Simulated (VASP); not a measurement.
A run of VASP 6.6.1 is set up as follows.

The input POSCAR:

```
CaO
1.0
   -0.0505059998      2.3949951161      2.3949951161
    2.3949951161     -0.0505059998      2.3949951161
    2.3949951161      2.3949951161     -0.0505059998
Ca O
1 1
Direct
    0.0000000000      0.0000000000      0.0000000000
    0.5000000000      0.5000000000      0.5000000000
```

The input INCAR.step1:

```
  ALGO = Normal
  EDIFF = 1E-5
  ENCUT = 520
  GGA = PE
  ISIF = 2
  ISMEAR = 0
  LASPH = True
  LCHARG = False
  LREAL = False
  LWAVE = True
  NBANDS = 15
  NELM = 80
  PREC = Accurate
  SIGMA = 0.01
```

INCAR.step2

```
  ALGO = Normal
  EDIFF = 1E-7
  ENCUT = 520
  GGA = PE
  HFSCREEN = 0.2079
  ISIF = 2
  ISMEAR = 0
  ISTART = 1
  LASPH = True
  LCHARG = False
  LHFCALC = True
  LREAL = False
  LWAVE = False
  NBANDS = 15
  NELM = 80
  PREC = Accurate
  PRECFOCK = Normal
  SIGMA = 0.01
```

The input KPOINTS:

```
k-points
0
Gamma
  6 6 6
```

Potentials or basis: VASP PAW PBE potentials, release 64 (Ca_sv, O).

Launch:

```console
$ cat potpaw_PBE.64/Ca_sv/POTCAR potpaw_PBE.64/O/POTCAR > POTCAR
$ cp INCAR.step1 INCAR
$ mpirun -np 1 vasp_std > vasp.out
$ cp INCAR.step2 INCAR
$ mpirun -np 1 vasp_std > vasp.out
```

What does it give for the band gap on the k mesh?

5.22 eV (least direct gap 5.66 eV).

What does it give for the pressure?

-2.2 GPa.

Stress tensor (GPa, compression positive):
```
-2.21  1.58  1.58
 1.58 -2.21  1.58
 1.58  1.58 -2.21
```

Caveat: the cell differs from its parent crystal (epitaxial 111 strain +2.0%); the PAW data sets were made with another functional, which shifts forces and pressure a little. A k mesh can miss the band edges.
